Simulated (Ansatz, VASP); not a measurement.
One calculation of GaN, two programs

File POSCAR:

```
GaN
1.0
    0.0433454747      2.2473189650      2.2473189650
    2.2473189650      0.0433454747      2.2473189650
    2.2473189650      2.2473189650      0.0433454747
Ga N
1 1
Direct
    0.0015142730      0.0015142730      0.0015142730
    0.2484857270      0.2484857270      0.2484857270
```

Contents of INCAR.step1:

```
  PREC = Accurate
  ENCUT = 520
  ISMEAR = 0
  SIGMA = 0.01
  LREAL = False
  LASPH = True
  NELM = 150
  MAGMOM = 0 0 0 0 0 0
  LSORBIT = True
  GGA_COMPAT = False
  NBANDS = 30
  GGA = PE
  ALGO = Normal
  EDIFF = 1E-4
  LWAVE = True
  LCHARG = False
```

File INCAR.step2:

```
  PREC = Accurate
  ENCUT = 520
  EDIFF = 1E-6
  ISMEAR = 0
  SIGMA = 0.01
  LREAL = False
  LASPH = True
  NELM = 150
  ALGO = Normal
  ISIF = 2
  LWAVE = False
  LCHARG = False
  MAGMOM = 0 0 0 0 0 0
  LORBIT = 11
  LSORBIT = True
  GGA_COMPAT = False
  LORBMOM = True
  METAGGA = R2SCAN
  LMIXTAU = True
  NBANDS = 30
  ISTART = 1
```

KPOINTS

```
Automatic mesh
0
Gamma
  10 10 10
```

Input for Ansatz:

```yaml
crystal:
  lattice:
    - [0.0433454747, 2.247318965, 2.247318965]
    - [2.247318965, 0.0433454747, 2.247318965]
    - [2.247318965, 2.247318965, 0.0433454747]
  atoms:
    - { symbol: Ga, position: [0.001514273, 0.001514273, 0.001514273] }
    - { symbol: "N", position: [0.248485727, 0.248485727, 0.248485727] }
kpoints:
  mp_grid: { grid: [10, 10, 10] }
  band_path:
    path:
      - [0.0, 0.0, 0.0]
      - [-0.5, -0.5, 0.0]
      - [-0.375, -0.375, 0.25]
      - [-0.375, 0.0, 0.375]
      - [0.0, 0.0, 0.5]
      - [-0.5, -0.25, 0.25]
    npoints: 1
hamiltonian:
  xc: r2scan
scf:
  occupations: { method: fixed }
  n_extra_bands: 8
magnetization:
  noncollinear: true
  spin_orbit: true
output:
  forces: true
  stress: true
  eigenvalues: true
  write_density: true
  write_potential: true
  elf: true
  volumetric_format: npy
```

Change from the starting cell: epitaxial_111 strain -2.0%.

Alike in both runs: task single point; functional r2SCAN; k mesh 10 × 10 × 10; non-collinear spin, spin-orbit coupling.

```csv
,VASP,Ansatz
version,VASP 6.6.1,Ansatz 0.2.0
potentials or method,"VASP PAW PBE potentials, release 64 (Ga_d, N)","plane waves, PAW"
plane-wave cutoff (eV),520,500
occupations,"gaussian, width 0.01 eV",fixed
valence electrons in the cell,18,18
```

```tsv
	VASP	Ansatz	Ansatz less VASP
pressure (GPa)	7.8	6.6	-1.19
traceless stress, the component that is largest in VASP (GPa)	-3.32	-3.31	+0.007
rms of the force components (eV/Å)	0.003	0.000	-0.0031
```

VASP's potentials were made for PBE, not for r2SCAN. Atom by atom the forces differ by 0.003 eV/Å (rms over components).
